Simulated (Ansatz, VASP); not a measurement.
Y3BO4: VASP beside Ansatz

```xyz
8
Lattice="4.9072 0.0000 0.0000 0.0000 4.9072 0.0000 0.0000 0.0000 4.9072" Properties=species:S:1:pos:R:3 pbc="T T T"
Y     2.4536    0.0000    0.0000
Y     0.0000    2.4536    0.0000
Y     0.0000    0.0000    2.4536
B     0.0000    0.0000    0.0000
O     2.4536    2.4536    2.4536
O     0.0000    2.4536    2.4536
O     2.4536    0.0000    2.4536
O     2.4536    2.4536    0.0000
```

Alike in both runs: functional PBE; k mesh 4 × 4 × 4; occupations gaussian, width 0.1 eV; collinear spin.

Ansatz relaxed the structure, and its values are those at the end. VASP's run is a single point on that final structure, the one shown.

|  | VASP | Ansatz |
| --- | --- | --- |
| version | VASP 6.6.1 | Ansatz 0.2.0 |
| potentials or method | VASP PAW PBE potentials, release 64 (Y_sv, B, O), cutoff 520 eV | scalar-relativistic, plane waves, PAW |
| valence electrons in the cell | 60 | 60 |

```tsv
	VASP	Ansatz	Ansatz less VASP
gap on the k mesh at the Fermi level (eV)	none	none	-
pressure (GPa)	-0.1	0.0	+0.13
net moment per atom (μB)	0.31	0.31	0.000
size of the moment on the site where the two differ most (μB)	1.44	1.65	+0.210
```

Site moments also hang on the region over which each program counts them. A gap of «none» marks a metal or a gap that the smearing closes.
